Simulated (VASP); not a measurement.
# Al4Pt (F-43m) in VASP: notebook, part 2 of 3

VASP 6.6.1.

## 3. Single point, PBE

This run uses another cell than the first one, of 18.75 Å³/atom.

File INCAR:

```
  PREC = Accurate
  ENCUT = 520
  EDIFF = 1E-6
  ISMEAR = 0
  SIGMA = 0.1
  LREAL = False
  LASPH = True
  NELM = 100
  ALGO = Fast
  ISIF = 2
  LWAVE = False
  LCHARG = True
  GGA = PE
  LELF = True
  LVHAR = True
  NBANDS = 19
```

File KPOINTS:

```
Automatic mesh
0
Gamma
  4 4 4
```

File POSCAR:

```
Al4Pt
1.0
    0.0000000000      3.6056538876      3.6056538876
    3.6056538876      0.0000000000      3.6056538876
    3.6056538876      3.6056538876      0.0000000000
Al Pt
4 1
Direct
    0.8747901395      0.8747901395      0.8747901395
    0.8747901395      0.8747901395      0.3756295815
    0.8747901395      0.3756295815      0.8747901395
    0.3756295815      0.8747901395      0.8747901395
    0.5000000000      0.5000000000      0.5000000000
```

Potentials or basis: VASP PAW PBE potentials, release 64 (Al, Pt).

Started as:

```console
> cat potpaw_PBE.64/Al/POTCAR potpaw_PBE.64/Pt/POTCAR > POTCAR
> mpirun -np 1 vasp_std > vasp.out
```

OUTCAR:

```text
PREC = Accurate
   ENCUT = 520
   EDIFF = 1E-6
   ISMEAR = 0
   LREAL = False
   LASPH = True
   NELM = 100
   ISIF = 2
   GGA = PE

 ion  position               nearest neighbor table
   1  0.875  0.875  0.875-   2 2.55   3 2.55   4 2.55   4 2.55   3 2.55   2 2.55   5 2.99   5 2.99
                             5 2.99
   2  0.875  0.875  0.376-   1 2.55   3 2.55   4 2.55   3 2.55   4 2.55   1 2.55   5 2.99   5 2.99
                             5 2.99
   3  0.875  0.376  0.875-   1 2.55   2 2.55   4 2.55   4 2.55   2 2.55   1 2.55   5 2.99   5 2.99
                             5 2.99
   4  0.376  0.875  0.875-   1 2.55   2 2.55   3 2.55   3 2.55   2 2.55   1 2.55   5 2.99   5 2.99
                             5 2.99
   5  0.500  0.500  0.500-   2 2.99   3 2.99   4 2.99   1 2.99   3 2.99   4 2.99   1 2.99   2 2.99
                             4 2.99   1 2.99   2 2.99   3 2.99

  LATTYP: Found a face centered cubic cell.
 ALAT       =     7.2113077752

  Lattice vectors:

 A1 = (   0.0000000000,   3.6056538876,   3.6056538876)
 A2 = (   3.6056538876,   0.0000000000,   3.6056538876)
 A3 = (   3.6056538876,   3.6056538876,   0.0000000000)

Analysis of symmetry for initial positions (statically):
=====================================================================
 Subroutine PRICEL returns:
 Original cell was already a primitive cell.

 Routine SETGRP: Setting up the symmetry group for a
 face centered cubic supercell.

 Subroutine GETGRP returns: Found 24 space group operations
 (whereof 24 operations were pure point group operations)
 out of a pool of 48 trial point group operations.

The static configuration has the point symmetry T_d .

Analysis of symmetry for dynamics (positions and initial velocities):
=====================================================================
 Subroutine PRICEL returns:
 Original cell was already a primitive cell.

 Routine SETGRP: Setting up the symmetry group for a
 face centered cubic supercell.

[... 116 lines left out ...]
  Thomas-Fermi vector in A             =   2.142717
   LORBIT       =      0    0 simple, 1 ext, 2 COOP (PROOUT), +10 PAW based schemes
   GGA     = PE    functional components
   LHFCALC =     F    Hartree Fock is set to
   AEXX    =    0.0000 exact exchange contribution
   IVDW    =     0    specifies the selected vdW correction
   LEPSILON=     F    determine dielectric tensor
   LRPA    =     F    only Hartree local field effects (RPA)
 non-spin polarized calculation
 RMM-DIIS sequential band-by-band and
 Gauss-broadening in eV      SIGMA  =   0.10
  energy-cutoff  :      520.00
  volume of cell :       93.75
 maximum number of plane-waves:      2565
 NGX is ok and might be reduce to    40
   NGX = 19   NGY = 19   NGZ = 19

 number of electron      22.0000001 magnetization

 Free energy of the ion-electron system (eV)
  ---------------------------------------------------
  ext. energy  EPLUGINS =         0.00000000
  ---------------------------------------------------
  free energy    TOTEN  =       -20.37519692 eV

  energy without entropy =      -20.34621667  energy(sigma->0) =      -20.36070679

 E-fermi :   6.9217     XC(G=0):  -9.9703

 val. band max:        6.9187065950   @ k =   0.2500   0.0000   0.0000
 cond. band min:       6.9730793095   @ k =  -0.2500   0.2500   0.0000
 fundamental gap:      0.0543727145
 Fermi energy:         6.9217098207

 k-point     1 :       0.0000    0.0000    0.0000
  band No.  band energies     occupation
      1      -3.7888      2.00000
      2       2.1170      2.00000
      3       2.6284      2.00000
      4       2.6284      2.00000
      5       2.6284      2.00000
      6       3.1045      2.00000
[... 153 lines left out ...]
      6       3.2817      2.00000
[... 11 lines left out ...]
     18      12.8275      0.00000
     19      13.5801      0.00000

------------------------ aborting loop because EDIFF is reached ----------------------------------------

  FORCE on cell =-STRESS in cart. coord.  units (eV):
  Direction    XX          YY          ZZ          XY          YZ          ZX
  --------------------------------------------------------------------------------------
  -------------------------------------------------------------------------------------
  Total        0.2007122      0.2007122      0.2007122     -0.0000000     -0.0000000      0.0000000
  in kB        3.4300645      3.4300645      3.4300645     -0.0000000     -0.0000000      0.0000000
  external PRESSURE =       3.4300645 kB  Pullay stress =       0.0000000 kB

 VOLUME and BASIS-vectors are now :
 -----------------------------------------------------------------------------
  energy-cutoff  :      520.00
  volume of cell :       93.75
      direct lattice vectors                 reciprocal lattice vectors
     0.000000000  3.605653888  3.605653888    -0.138671103  0.138671103  0.138671103
     3.605653888  0.000000000  3.605653888     0.138671103 -0.138671103  0.138671103
     3.605653888  3.605653888  0.000000000     0.138671103  0.138671103 -0.138671103

 POSITION                                       TOTAL-FORCE (eV/Angst)
 -----------------------------------------------------------------------------------
      6.30838      6.30838      6.30838         0.017768      0.017768      0.017768
      4.50858      4.50858      6.30838        -0.017768     -0.017768      0.017768
      4.50858      6.30838      4.50858        -0.017768      0.017768     -0.017768
      6.30838      4.50858      4.50858         0.017768     -0.017768     -0.017768
      3.60565      3.60565      3.60565         0.000000      0.000000      0.000000
 -----------------------------------------------------------------------------------
    total drift:                                0.000000      0.000000      0.000000

  FREE ENERGIE OF THE ION-ELECTRON SYSTEM (eV)
  ---------------------------------------------------
  free  energy   TOTEN  =       -20.3751969196 eV

  energy  without entropy=      -20.3462166694  energy(sigma->0) =      -20.36070679
```

stdout:

```text
POSCAR found type information on POSCAR AlPt
 POSCAR found :  2 types and       5 ions
 scaLAPACK will be used
 LDA part: xc-table for (Slater+PW92), standard interpolation
 POSCAR, INCAR and KPOINTS ok, starting setup
 FFT: planning ... GRIDC
 FFT: planning ... GRID_SOFT
 FFT: planning ... GRID
 WAVECAR not read
 entering main loop
```

Wall time 44 s (1 thread of Intel Xeon 8259CL, shared host); peak memory 0.24 GiB.

Results:

```
Free energy            : -20.3752 eV
Pressure               : 0.3 GPa
Largest force          : 0.031 eV/Å
Band gap on the k mesh : zero (bands 11 and 12 overlap by 0.34 eV)
```

Forces in eV/Å, atoms in the order of the input:
```
Al   0.018  0.018  0.018
Al  -0.018 -0.018  0.018
Al  -0.018  0.018 -0.018
Al   0.018 -0.018 -0.018
Pt   0.000  0.000  0.000
```

Caveat: the k points lie up to 0.38 Å⁻¹ apart; spin-orbit coupling is left out, which moves the levels of the heavy elements.

## 4. Relaxation of cell and atoms, PBE

File INCAR:

```
SYSTEM = Al4Pt
  PREC = Accurate
  ENCUT = 600
  EDIFF = 1E-7
  ISMEAR = 0
  SIGMA = 0.1
  LREAL = .False.
  LASPH = .True.
  NELM = 100
  ALGO = Normal
  ISIF = 3
  LWAVE = .False.
  LCHARG = .False.
  GGA = PE
  IBRION = 2
  NSW = 90
  EDIFFG = -0.04
```

File KPOINTS:

```
Automatic mesh
0
Gamma
  4 4 4
  0 0 0
```

File POSCAR:

```
Al4Pt
1.0
    0.0000000000      3.3858068700      3.3858068700
    3.3858068700      0.0000000000      3.3858068700
    3.3858068700      3.3858068700      0.0000000000
Al Pt
4 1
Direct
    0.8555291500      0.8555291500      0.8555291500
    0.8555291500      0.8555291500      0.4334125500
    0.8555291500      0.4334125500      0.8555291500
    0.4334125500      0.8555291500      0.8555291500
    0.5000000000      0.5000000000      0.5000000000
```

Started as:

```console
> cat potpaw_PBE.64/Al/POTCAR potpaw_PBE.64/Pt/POTCAR > POTCAR
> mpirun -np 1 vasp_std > vasp.out
```

Run time: 5 min. Hardware: 1 thread of Intel Xeon 8259CL, shared host; peak memory 0.25 GiB.

The run converged. Its results:

| Property | Result |
| --- | --- |
| Free energy | -20.3736 eV |
| Relaxed volume | 18.87 Å³/atom |
| Relaxed cell | a = 5.110 Å, b = 5.110 Å, c = 5.110 Å, α = 60.00°, β = 60.00°, γ = 60.00° |
| Space group after relaxing (to 0.1 Å) | F-43m (No. 216) |
| Pressure after relaxing | -0.2 GPa |
| Largest force after relaxing | 0.004 eV/Å |
| Band gap on the k mesh | zero (bands 11 and 12 overlap by 0.35 eV) |

Forces on the atoms (eV/Å):
```
Al  -0.002 -0.002 -0.002
Al   0.002  0.002 -0.002
Al   0.002 -0.002  0.002
Al  -0.002  0.002  0.002
Pt   0.000  0.000  0.000
```

Final structure:
```yaml
crystal:
  lattice:
    - [0.00000, 3.61335, 3.61335]
    - [3.61335, 0.00000, 3.61335]
    - [3.61335, 3.61335, 0.00000]
  atoms:
    - { symbol: Al, position: [0.87487, 0.87487, 0.87487] }
    - { symbol: Al, position: [0.87487, 0.87487, 0.37539] }
    - { symbol: Al, position: [0.87487, 0.37539, 0.87487] }
    - { symbol: Al, position: [0.37539, 0.87487, 0.87487] }
    - { symbol: Pt, position: [0.50000, 0.50000, 0.50000] }
```

Levels at points of the mesh, in eV from the Fermi level:
```tsv
k point	band 9	band 10	band 11	band 12	band 13	band 14
(0.00, 0.00, 0.00)	-1.91	-1.91	-0.97	0.24	0.24	0.24
(0.50, 0.00, 0.00)	-1.71	-1.71	-0.29	-0.29	0.78	2.17
(0.50, 0.50, 0.00)	-3.01	-2.80	-1.31	2.65	2.65	3.24
```

Caveat: the k points lie up to 0.38 Å⁻¹ apart in the final cell; the volume moved by over 15 % at a fixed basis, so the end points are rough; spin-orbit coupling is left out, which moves the levels of the heavy elements.

## 5. Single point, PBE

This run uses another cell than the first one, of 18.88 Å³/atom.

File INCAR:

```
ALGO = Normal
EDIFF = 1E-6
ENCUT = 520
GGA = PE
ISIF = 2
ISMEAR = 0
LASPH = True
LCHARG = True
LELF = True
LREAL = False
LVHAR = True
LWAVE = False
NBANDS = 19
NELM = 100
PREC = Accurate
SIGMA = 0.1
```

File KPOINTS:

```
k-points
0
Gamma
  10 10 10
```

File POSCAR:

```
Al4Pt
1.0
    0.0000000000      3.6140283732      3.6140283732
    3.6140283732      0.0000000000      3.6140283732
    3.6140283732      3.6140283732      0.0000000000
Al Pt
4 1
Direct
    0.1250713989      0.6247858034      0.1250713989
    0.1250713989      0.1250713989      0.1250713989
    0.6247858034      0.1250713989      0.1250713989
    0.1250713989      0.1250713989      0.6247858034
    0.5000000000      0.5000000000      0.5000000000
```

Potentials or basis: VASP PAW PBE potentials, release 64 (Al, Pt).

Started as:

```console
> cat potpaw_PBE.64/Al/POTCAR potpaw_PBE.64/Pt/POTCAR > POTCAR
> mpirun -np 1 vasp_std > vasp.out
```

OUTCAR:

```text
EDIFF = 1E-6
   ENCUT = 520
   GGA = PE
   ISIF = 2
   ISMEAR = 0
   LASPH = True
   LREAL = False
   NELM = 100
   PREC = Accurate

 ion  position               nearest neighbor table
   1  0.125  0.625  0.125-   2 2.55   3 2.55   4 2.55   4 2.56   2 2.56   3 2.56   5 3.00   5 3.00
                             5 3.00
   2  0.125  0.125  0.125-   1 2.55   3 2.55   4 2.55   4 2.56   1 2.56   3 2.56   5 3.00   5 3.00
                             5 3.00
   3  0.625  0.125  0.125-   1 2.55   2 2.55   4 2.55   2 2.56   4 2.56   1 2.56   5 3.00   5 3.00
                             5 3.00
   4  0.125  0.125  0.625-   1 2.55   2 2.55   3 2.55   2 2.56   1 2.56   3 2.56   5 3.00   5 3.00
                             5 3.00
   5  0.500  0.500  0.500-   1 3.00   3 3.00   4 3.00   2 3.00   2 3.00   2 3.00   1 3.00   4 3.00
                             3 3.00   1 3.00   3 3.00   4 3.00

  LATTYP: Found a face centered cubic cell.
 ALAT       =     7.2280567464

  Lattice vectors:

 A1 = (   0.0000000000,   3.6140283732,   3.6140283732)
 A2 = (   3.6140283732,   0.0000000000,   3.6140283732)
 A3 = (   3.6140283732,   3.6140283732,   0.0000000000)

Analysis of symmetry for initial positions (statically):
=====================================================================
 Subroutine PRICEL returns:
 Original cell was already a primitive cell.

 Routine SETGRP: Setting up the symmetry group for a
 face centered cubic supercell.

 Subroutine GETGRP returns: Found 24 space group operations
 (whereof 24 operations were pure point group operations)
 out of a pool of 48 trial point group operations.

The static configuration has the point symmetry T_d .

Analysis of symmetry for dynamics (positions and initial velocities):
=====================================================================
 Subroutine PRICEL returns:
 Original cell was already a primitive cell.

 Routine SETGRP: Setting up the symmetry group for a
 face centered cubic supercell.

 Subroutine GETGRP returns: Found 24 space group operations
 (whereof 24 operations were pure point group operations)
 out of a pool of 48 trial point group operations.

The dynamic configuration has the point symmetry T_d .

 Subroutine INISYM returns: Found 24 space group operations
 (whereof 24 operations are pure point group operations),
 and found     1 'primitive' translations

----------------------------------------------------------------------------------------

                                     Primitive cell

  volume of cell :      94.4071

  direct lattice vectors                    reciprocal lattice vectors
     0.000000000  3.614028373  3.614028373    -0.138349772  0.138349772  0.138349772
     3.614028373  0.000000000  3.614028373     0.138349772 -0.138349772  0.138349772
     3.614028373  3.614028373  0.000000000     0.138349772  0.138349772 -0.138349772

  length of vectors
     5.111007940  5.111007940  5.111007940     0.239628834  0.239628834  0.239628834

  position of ions in fractional coordinates (direct lattice)
     0.125071399  0.624785803  0.125071399
     0.125071399  0.125071399  0.125071399
     0.624785803  0.125071399  0.125071399
     0.125071399  0.125071399  0.624785803
     0.500000000  0.500000000  0.500000000
[... 37 lines left out ...]
  0.000000  0.000000  0.000000      1.000000
  0.100000  0.000000  0.000000      8.000000
  0.200000  0.000000  0.000000      8.000000
  0.300000  0.000000  0.000000      8.000000
  0.400000  0.000000  0.000000      8.000000
  0.500000  0.000000  0.000000      4.000000
[... 16 lines left out ...]
  0.300000  0.300000  0.000000      6.000000
  0.400000  0.300000  0.000000     24.000000
 [... further k-points ...]
   k-points           NKPTS =     47   k-points in BZ     NKDIM =     47   number of bands    NBANDS=     19
   number of dos      NEDOS =    301   number of ions     NIONS =      5
   total plane-waves  NPLWV =  64000
   dimension x,y,z NGX =    40 NGY =   40 NGZ =   40
   dimension x,y,z NGXF=    80 NGYF=   80 NGZF=   80
   ions per type =               4   1
   NGX,Y,Z   is equivalent  to a cutoff of  13.01, 13.01, 13.01 a.u.
   NGXF,Y,Z  is equivalent  to a cutoff of  26.02, 26.02, 26.02 a.u.
 SYSTEM =  unknown system
   PREC   = accura    normal or accurate (medium, high low for compatibility)
   ISTART =      0    job   : 0-new  1-cont  2-samecut
   ICHARG =      2    charge: 1-file 2-atom 10-const
   ISPIN  =      1    spin polarized calculation?
   LNONCOLLINEAR =      F non collinear calculations
   LSORBIT =      F    spin-orbit coupling
   LASPH  =      T    aspherical Exc in radial PAW
   ENCUT  =  520.0 eV  38.22 Ry    6.18 a.u.   9.50  9.50  9.50*2*pi/ulx,y,z
   NELM   =    100;   NELMIN=  2; NELMDL= -5     # of ELM steps
   EDIFF  = 0.1E-05   stopping-criterion for ELM
   LREAL  =      F    real-space projection
   EDIFFG = 0.1E-04   stopping-criterion for IOM
   NSW    =      0    number of steps for IOM
   IBRION =     -1    ionic relax: 0-MD 1-quasi-New 2-CG
   NFREE  =      0    steps in history (QN), initial steepest desc. (CG)
   ISIF   =      2    stress and relaxation
   ISYM   =      2    0-nonsym 1-usesym 2-fastsym
   POTIM  = 0.5000    time-step for ionic-motion
   TEBEG  =    0.0;   TEEND  =   0.0 temperature during run
   PSTRESS=    0.0 pullay stress
   NELECT =      22.0000    total number of electrons
   NUPDOWN=      -1.0000    fix difference up-down
   EMIN   =  10.00;   EMAX   =-10.00  energy-range for DOS
   EFERMI =   0.00;   METHOD = LEGACY
   ISMEAR =     0;   SIGMA  =   0.10  broadening in eV -4-tet -1-fermi 0-gaus
   EFERMI_NEDOS =   21; number of points for ismear=-14 and -15
   IALGO  =     38    algorithm
   IMIX   =      4    mixing-type and parameters
     AMIX     =   0.40;   BMIX     =  1.00
     AMIX_MAG =   1.60;   BMIX_MAG =  1.00
  volume/ion in A,a.u.               =      18.88       127.42
  Fermi-wavevector in a.u.,A,eV,Ry     =   1.007428  1.903764 13.808714  1.014912
  Thomas-Fermi vector in A             =   2.140233
   LORBIT       =      0    0 simple, 1 ext, 2 COOP (PROOUT), +10 PAW based schemes
   GGA     = PE    functional components
   LHFCALC =     F    Hartree Fock is set to
   AEXX    =    0.0000 exact exchange contribution
   IVDW    =     0    specifies the selected vdW correction
   LEPSILON=     F    determine dielectric tensor
   LRPA    =     F    only Hartree local field effects (RPA)
 non-spin polarized calculation
 Gauss-broadening in eV      SIGMA  =   0.10
  energy-cutoff  :      520.00
  volume of cell :       94.41
 maximum number of plane-waves:      2637
 NGX is ok and might be reduce to    40
   NGX = 19   NGY = 19   NGZ = 19

 number of electron      22.0000001 magnetization

 Free energy of the ion-electron system (eV)
  ---------------------------------------------------
  ext. energy  EPLUGINS =         0.00000000
  ---------------------------------------------------
  free energy    TOTEN  =       -20.49078792 eV

  energy without entropy =      -20.48240786  energy(sigma->0) =      -20.48659789

 E-fermi :   6.7361     XC(G=0):  -9.9410

 val. band max:        6.7355906009   @ k =   0.3000   0.0000   0.0000
 cond. band min:       6.7546449500   @ k =  -0.3000   0.1000   0.0000
 fundamental gap:      0.0190543491
 Fermi energy:         6.7361411275

 k-point     1 :       0.0000    0.0000    0.0000
  band No.  band energies     occupation
      1      -3.8158      2.00000
      2       2.0589      2.00000
      3       2.6037      2.00000
      4       2.6037      2.00000
      5       2.6037      2.00000
      6       3.0824      2.00000
[... 505 lines left out ...]
      6       3.1736      2.00000
[... 11 lines left out ...]
     18      11.8042      0.00000
     19      12.5945      0.00000

 [... further k-points ...]

------------------------ aborting loop because EDIFF is reached ----------------------------------------

  FORCE on cell =-STRESS in cart. coord.  units (eV):
  Direction    XX          YY          ZZ          XY          YZ          ZX
  --------------------------------------------------------------------------------------
  -------------------------------------------------------------------------------------
  Total       -0.0330196     -0.0330196     -0.0330196      0.0000000      0.0000000      0.0000000
  in kB       -0.5603743     -0.5603743     -0.5603743      0.0000000      0.0000000      0.0000000
  external PRESSURE =      -0.5603743 kB  Pullay stress =       0.0000000 kB

 VOLUME and BASIS-vectors are now :
 -----------------------------------------------------------------------------
  energy-cutoff  :      520.00
  volume of cell :       94.41
      direct lattice vectors                 reciprocal lattice vectors
     0.000000000  3.614028373  3.614028373    -0.138349772  0.138349772  0.138349772
     3.614028373  0.000000000  3.614028373     0.138349772 -0.138349772  0.138349772
     3.614028373  3.614028373  0.000000000     0.138349772  0.138349772 -0.138349772

 POSITION                                       TOTAL-FORCE (eV/Angst)
 -----------------------------------------------------------------------------------
      2.71001      0.90402      2.71001         0.000207     -0.000207      0.000207
      0.90402      0.90402      0.90402        -0.000207     -0.000207     -0.000207
      0.90402      2.71001      2.71001        -0.000207      0.000207      0.000207
      2.71001      2.71001      0.90402         0.000207      0.000207     -0.000207
      3.61403      3.61403      3.61403        -0.000000     -0.000000     -0.000000
 -----------------------------------------------------------------------------------
    total drift:                               -0.000000     -0.000000      0.000000

  FREE ENERGIE OF THE ION-ELECTRON SYSTEM (eV)
  ---------------------------------------------------
  free  energy   TOTEN  =       -20.4907879237 eV

  energy  without entropy=      -20.4824078557  energy(sigma->0) =      -20.48659789
```

Wall time 2.6 min (1 thread of Intel Xeon 8259CL, shared host); peak memory 0.29 GiB.

What came out:

| Quantity | Value |
| --- | --- |
| Free energy | -20.4908 eV |
| Pressure | -0.1 GPa |
| Band gap on the k mesh | zero (bands 11 and 12 overlap by 0.35 eV) |

Caveat: spin-orbit coupling is left out, which moves the levels of the heavy elements.

(Part 2 of 3 ends here.)

The gap in the log of VASP goes by the Fermi energy; the results here count the filled bands.